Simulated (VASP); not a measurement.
# Au (P6_3/mmc) in VASP: a series of runs

The runs below take Au through single point, with r2SCAN.

Everything below comes from runs of VASP 6.6.1. Logs are shortened: lines on timing, memory, paths and dates and some standing lists are left out, and cuts for length are marked.

## Step 1: The cell of the first run

Symmetry: P6_3/mmc, No. 194, hexagonal system. The conventional cell has a = 2.818 Å, b = 2.818 Å, c = 4.865 Å, α = 90.00°, β = 90.00°, γ = 120.00°. Au (site symmetry -6m2) has 12 Au at 2.82 to 2.93 Å within 3.7 Å.

## Step 2: Single point, r2SCAN (strain -0.025 along x and y, +0.000 along z)

The input, POSCAR:

```
Au
1.0
    2.8180352590      0.0000000000      0.0000000000
   -1.4090176295      2.4404901231      0.0000000000
    0.0000000000      0.0000000000      4.8647156952
Au
2
Direct
    0.3333333333      0.6666666667      0.7500000000
    0.6666666667      0.3333333333      0.2500000000
```

The input, INCAR.step1:

```
ALGO = Normal
EDIFF = 1E-4
ENCUT = 520
GGA = PE
ISMEAR = 0
LASPH = T
LCHARG = F
LREAL = F
LWAVE = T
NBANDS = 18
NELM = 100
PREC = Accurate
SIGMA = 0.15
```

The input, INCAR.step2:

```
ALGO = Normal
EDIFF = 1E-6
ENCUT = 520
ISIF = 2
ISMEAR = 0
ISTART = 1
LASPH = T
LCHARG = T
LELF = T
LMIXTAU = T
LREAL = F
LVHAR = T
LWAVE = F
METAGGA = R2SCAN
NBANDS = 18
NELM = 100
PREC = Accurate
SIGMA = 0.15
```

The input, KPOINTS:

```
k-points
0
Gamma
  24 24 12
```

Potentials or basis: VASP PAW PBE potentials, release 64 (Au).

The run is started by

```sh
cat potpaw_PBE.64/Au/POTCAR > POTCAR
cp INCAR.step1 INCAR
mpirun -np 1 vasp_std > vasp.out
cp INCAR.step2 INCAR
mpirun -np 1 vasp_std > vasp.out
```

OUTCAR:

```text
EDIFF = 1E-6
   ENCUT = 520
   ISIF = 2
   ISMEAR = 0
   ISTART = 1
   LASPH = T
   LREAL = F
   METAGGA = R2SCAN
   NELM = 100
   PREC = Accurate

 ion  position               nearest neighbor table
   1  0.333  0.667  0.750-   2 2.93   2 2.93   2 2.93   2 2.93   2 2.93   2 2.93
   2  0.667  0.333  0.250-   1 2.93   1 2.93   1 2.93   1 2.93   1 2.93   1 2.93

  LATTYP: Found a hexagonal cell.
 ALAT       =     2.8180352590
 C/A-ratio  =     1.7262792152

  Lattice vectors:

 A1 = (   2.8180352590,   0.0000000000,   0.0000000000)
 A2 = (  -1.4090176295,   2.4404901231,   0.0000000000)
 A3 = (   0.0000000000,   0.0000000000,   4.8647156952)

Analysis of symmetry for initial positions (statically):
=====================================================================
 Subroutine PRICEL returns:
 Original cell was already a primitive cell.

 Routine SETGRP: Setting up the symmetry group for a
 hexagonal supercell.

 Subroutine GETGRP returns: Found 24 space group operations
 (whereof 12 operations were pure point group operations)
 out of a pool of 24 trial point group operations.

The static configuration has the point symmetry D_3d.
 The point group associated with its full space group is D_6h.

Analysis of symmetry for dynamics (positions and initial velocities):
=====================================================================
 Subroutine PRICEL returns:
 Original cell was already a primitive cell.

 Routine SETGRP: Setting up the symmetry group for a
 hexagonal supercell.

 Subroutine GETGRP returns: Found 24 space group operations
 (whereof 12 operations were pure point group operations)
 out of a pool of 24 trial point group operations.

The dynamic configuration has the point symmetry D_3d.
 The point group associated with its full space group is D_6h.

 Subroutine INISYM returns: Found 24 space group operations
 (whereof 12 operations are pure point group operations),
 and found     1 'primitive' translations

----------------------------------------------------------------------------------------

                                     Primitive cell

  volume of cell :      33.4565

  direct lattice vectors                    reciprocal lattice vectors
     2.818035259  0.000000000  0.000000000     0.354857164  0.204876879  0.000000000
    -1.409017630  2.440490123  0.000000000     0.000000000  0.409753758  0.000000000
     0.000000000  0.000000000  4.864715695     0.000000000  0.000000000  0.205561859

  length of vectors
     2.818035259  2.818035259  4.864715695     0.409753758  0.409753758  0.205561859

  position of ions in fractional coordinates (direct lattice)
     0.333333333  0.666666667  0.750000000
     0.666666667  0.333333333  0.250000000

  ion indices of the primitive-cell ions
   primitive index   ion index
                 1           1
                 2           2

----------------------------------------------------------------------------------------

 KPOINTS: k-points

Automatic generation of k-mesh.
 Grid dimensions read from file:
 generate k-points for:   24   24   12

 Generating k-lattice:

  Cartesian coordinates                     Fractional coordinates (reciprocal lattice)
     0.014785715  0.008536537  0.000000000     0.041666667 -0.000000000  0.000000000
     0.000000000  0.017073073  0.000000000     0.000000000  0.041666667  0.000000000
     0.000000000  0.000000000  0.017130155     0.000000000  0.000000000  0.083333333

  Length of vectors
     0.017073073  0.017073073  0.017130155

  Shift w.r.t. Gamma in fractional coordinates (k-lattice)
     0.000000000  0.000000000  0.000000000

 Subroutine IBZKPT returns following result:
 ===========================================

 Found    427 irreducible k-points:

 Following reciprocal coordinates:
            Coordinates               Weight
  0.000000  0.000000  0.000000      1.000000
  0.041667 -0.000000  0.000000      6.000000
  0.083333 -0.000000  0.000000      6.000000
  0.125000 -0.000000  0.000000      6.000000
  0.166667 -0.000000  0.000000      6.000000
  0.208333 -0.000000  0.000000      6.000000
[... 16 lines left out ...]
  0.416667  0.041667  0.000000     12.000000
  0.458333  0.041667  0.000000     12.000000
 [... further k-points ...]
   k-points           NKPTS =    427   k-points in BZ     NKDIM =    427   number of bands    NBANDS=     18
   number of dos      NEDOS =    301   number of ions     NIONS =      2
   total plane-waves  NPLWV =  20736
   dimension x,y,z NGX =    24 NGY =   24 NGZ =   36
   dimension x,y,z NGXF=    48 NGYF=   48 NGZF=   72
   ions per type =               2
   NGX,Y,Z   is equivalent  to a cutoff of  14.16, 14.16, 12.30 a.u.
   NGXF,Y,Z  is equivalent  to a cutoff of  28.32, 28.32, 24.61 a.u.
 SYSTEM =  unknown system
   PREC   = accura    normal or accurate (medium, high low for compatibility)
   ISTART =      1    job   : 0-new  1-cont  2-samecut
   ICHARG =      0    charge: 1-file 2-atom 10-const
   ISPIN  =      1    spin polarized calculation?
   LNONCOLLINEAR =      F non collinear calculations
   LSORBIT =      F    spin-orbit coupling
   LASPH  =      T    aspherical Exc in radial PAW
   ENCUT  =  520.0 eV  38.22 Ry    6.18 a.u.   5.24  5.24  9.05*2*pi/ulx,y,z
   NELM   =    100;   NELMIN=  2; NELMDL=  0     # of ELM steps
   EDIFF  = 0.1E-05   stopping-criterion for ELM
   LREAL  =      F    real-space projection
   EDIFFG = 0.1E-04   stopping-criterion for IOM
   NSW    =      0    number of steps for IOM
   IBRION =     -1    ionic relax: 0-MD 1-quasi-New 2-CG
   NFREE  =      0    steps in history (QN), initial steepest desc. (CG)
   ISIF   =      2    stress and relaxation
   ISYM   =      2    0-nonsym 1-usesym 2-fastsym
   POTIM  = 0.5000    time-step for ionic-motion
   TEBEG  =    0.0;   TEEND  =   0.0 temperature during run
   PSTRESS=    0.0 pullay stress
   NELECT =      22.0000    total number of electrons
   NUPDOWN=      -1.0000    fix difference up-down
   EMIN   =  10.00;   EMAX   =-10.00  energy-range for DOS
   EFERMI =   0.00;   METHOD = LEGACY
   ISMEAR =     0;   SIGMA  =   0.15  broadening in eV -4-tet -1-fermi 0-gaus
   EFERMI_NEDOS =   21; number of points for ismear=-14 and -15
   IALGO  =     38    algorithm
   IMIX   =      4    mixing-type and parameters
     AMIX     =   0.40;   BMIX     =  1.00
     AMIX_MAG =   1.60;   BMIX_MAG =  1.00
  volume/ion in A,a.u.               =      16.73       112.89
  Fermi-wavevector in a.u.,A,eV,Ry     =   1.423603  2.690219 27.574167  2.026644
  Thomas-Fermi vector in A             =   2.544183
   LORBIT       =      0    0 simple, 1 ext, 2 COOP (PROOUT), +10 PAW based schemes
   METAGGA = R2SCAN    functional components
   LHFCALC =     F    Hartree Fock is set to
   AEXX    =    0.0000 exact exchange contribution
   IVDW    =     0    specifies the selected vdW correction
   LEPSILON=     F    determine dielectric tensor
   LRPA    =     F    only Hartree local field effects (RPA)
 non-spin polarized calculation
 Gauss-broadening in eV      SIGMA  =   0.15
  energy-cutoff  :      520.00
  volume of cell :       33.46
 maximum number of plane-waves:       920
 NGX is ok and might be reduce to    24
   NGX = 11   NGY = 11   NGZ = 19

 number of electron      21.9999994 magnetization

 Free energy of the ion-electron system (eV)
  ---------------------------------------------------
  ext. energy  EPLUGINS =         0.00000000
  ---------------------------------------------------
  free energy    TOTEN  =      -101.12280021 eV

  energy without entropy =     -101.11339617  energy(sigma->0) =     -101.11809819

 E-fermi :   9.6719     XC(G=0): -13.7575

 val. band max:        9.6664295793   @ k =   0.2500   0.1250   0.3333
 cond. band min:       9.6780750591   @ k =   0.3333   0.1250   0.5000
 fundamental gap:      0.0116454798
 Fermi energy:         9.6719451049

 k-point     1 :       0.0000    0.0000    0.0000
  band No.  band energies     occupation
      1      -0.6684      2.00000
      2       1.6661      2.00000
      3       4.2221      2.00000
      4       4.6715      2.00000
      5       4.6715      2.00000
      6       4.9657      2.00000
[... 10 lines left out ...]
     17      29.6387      0.00000
     18      29.6387      0.00000

 k-point     2 :       0.0417   -0.0000    0.0000
  band No.  band energies     occupation
      1      -0.6080      2.00000
      2       1.7182      2.00000
      3       4.2214      2.00000
      4       4.6679      2.00000
      5       4.7125      2.00000
      6       4.9419      2.00000
[... 10 lines left out ...]
     17      29.2278      0.00000
     18      29.2760      0.00000

 k-point     3 :       0.0833   -0.0000    0.0000
  band No.  band energies     occupation
      1      -0.4291      2.00000
      2       1.8693      2.00000
      3       4.2025      2.00000
      4       4.6749      2.00000
      5       4.8345      2.00000
      6       4.8809      2.00000
[... 10 lines left out ...]
     17      28.4578      0.00000
     18      28.6900      0.00000

 k-point     4 :       0.1250   -0.0000    0.0000
  band No.  band energies     occupation
      1      -0.1392      2.00000
      2       2.1014      2.00000
      3       4.1424      2.00000
      4       4.6749      2.00000
      5       4.8590      2.00000
      6       5.0331      2.00000
[... 375 lines left out ...]
      4       4.8171      2.00000
      5       4.8317      2.00000
      6       4.9865      2.00000
[... 10 lines left out ...]
     17      23.0106      0.00000
     18      25.8586      0.00000

 k-point    23 :       0.4167    0.0417    0.0000
  band No.  band energies     occupation
      1       2.2764      2.00000
      2       2.3807      2.00000
      3       2.9458      2.00000
      4       4.7933      2.00000
      5       4.8932      2.00000
      6       5.0141      2.00000
[... 10 lines left out ...]
     17      22.3698      0.00000
     18      25.5532      0.00000

 k-point    24 :       0.4583    0.0417    0.0000
  band No.  band energies     occupation
      1       2.2572      2.00000
      2       2.3701      2.00000
      3       2.8782      2.00000
      4       4.7838      2.00000
      5       4.8354      2.00000
      6       5.1247      2.00000
[... 10 lines left out ...]
     17      21.9751      0.00000
     18      25.3993      0.00000

 [... further k-points ...]
[... 5 lines left out ...]
  --------------------------------------------------------------------------------------
  -------------------------------------------------------------------------------------
  Total        2.2023785      2.2023785      1.5154766      0.0000000      0.0000000      0.0000000
  in kB      105.4682179    105.4682179     72.5736330      0.0000000      0.0000000      0.0000000
  external PRESSURE =      94.5033563 kB  Pullay stress =       0.0000000 kB

 VOLUME and BASIS-vectors are now :
 -----------------------------------------------------------------------------
  energy-cutoff  :      520.00
  volume of cell :       33.46
      direct lattice vectors                 reciprocal lattice vectors
     2.818035259  0.000000000  0.000000000     0.354857164  0.204876879  0.000000000
    -1.409017630  2.440490123  0.000000000     0.000000000  0.409753758  0.000000000
     0.000000000  0.000000000  4.864715695     0.000000000  0.000000000  0.205561859

 POSITION                                       TOTAL-FORCE (eV/Angst)
 -----------------------------------------------------------------------------------
     -0.00000      1.62699      3.64854        -0.000000     -0.000000      0.000000
      1.40902      0.81350      1.21618         0.000000      0.000000      0.000000
 -----------------------------------------------------------------------------------
    total drift:                               -0.000000      0.000000     -0.000000

  FREE ENERGIE OF THE ION-ELECTRON SYSTEM (eV)
  ---------------------------------------------------
  free  energy   TOTEN  =      -101.1228002120 eV

  energy  without entropy=     -101.1133961737  energy(sigma->0) =     -101.11809819
```

Wall time 5.8 min (1 thread of Intel Xeon 6975P-C (Granite Rapids), shared host); peak memory 0.32 GiB.

What came out:

```
Free energy            : -101.1228 eV
Pressure               : 9.5 GPa
Band gap on the k mesh : zero (band 11 reaches 14.32 eV, above the bottom of band 12 at 6.73 eV)
```

Caveat: the cell differs from its parent crystal (strain -0.025 along x and y, +0.000 along z); the PAW data sets were made with another functional, which shifts forces and pressure a little; spin-orbit coupling is left out, which moves the levels of the heavy elements.

## Step 3: Single point, r2SCAN (strain +0.025 along x and y, -0.050 along z)

The input, POSCAR:

```
Au
1.0
    2.9625498877      0.0000000000      0.0000000000
   -1.4812749439      2.5656434627      0.0000000000
    0.0000000000      0.0000000000      4.6214799104
Au
2
Direct
    0.3333333333      0.6666666667      0.7500000000
    0.6666666667      0.3333333333      0.2500000000
```

The input, INCAR.step1:

```
SYSTEM = Au
ALGO = Normal
EDIFF = 1E-4
ENCUT = 520
GGA = PE
ISMEAR = 0
LASPH = .True.
LCHARG = .False.
LREAL = .False.
LWAVE = .True.
NBANDS = 18
NELM = 60
PREC = Accurate
SIGMA = 0.15
```

The input, INCAR.step2:

```
SYSTEM = Au
ALGO = Normal
EDIFF = 1E-6
ENCUT = 520
ISIF = 2
ISMEAR = 0
ISTART = 1
LASPH = .True.
LCHARG = .False.
LMIXTAU = .True.
LREAL = .False.
LWAVE = .False.
METAGGA = R2SCAN
NBANDS = 18
NELM = 60
PREC = Accurate
SIGMA = 0.15
```

The input, KPOINTS:

```
k-points
0
Gamma
  24 24 12
  0 0 0
```

Potentials or basis: VASP PAW PBE potentials, release 64 (Au).

The run is started by

```sh
cat potpaw_PBE.64/Au/POTCAR > POTCAR
cp INCAR.step1 INCAR
mpirun -np 1 vasp_std > vasp.out
cp INCAR.step2 INCAR
mpirun -np 1 vasp_std > vasp.out
```

It took 13 min on 1 thread of AMD EPYC 9R45 (Zen 5), shared host; peak memory 0.3 GiB.

The run converged. Its results:

```yaml
Free_energy: -101.1498 eV
Pressure: 0.9 GPa
Band_gap_on_the_k_mesh: zero (band 11 reaches 13.05 eV, above the bottom of band 12 at 6.02 eV)
```

Stress tensor (GPa, compression positive):
```
-0.92  0.00  0.00
 0.00 -0.92  0.00
 0.00  0.00  4.55
```

Levels at points of the mesh, in eV from the Fermi level:
```csv
k point,band 8,band 9,band 10,band 11,band 12,band 13,band 14,band 15
"(0.00, 0.00, 0.00)",-4.07,-4.07,-2.34,-2.34,-0.29,3.62,15.03,17.62
"(0.50, 0.00, 0.00)",-2.32,-2.05,-1.93,0.15,1.13,6.57,7.97,7.98
"(0.00, 0.00, 0.50)",-4.72,-2.80,-2.80,-2.80,-2.80,12.66,12.66,15.27
"(0.50, 0.00, 0.50)",-2.52,-2.15,-2.15,0.56,0.56,3.83,3.83,13.65
```

Caveat: the cell differs from its parent crystal (strain +0.025 along x and y, -0.050 along z); the PAW data sets were made with another functional, which shifts forces and pressure a little; spin-orbit coupling is left out, which moves the levels of the heavy elements.

(Continued in part 2 of 3.)
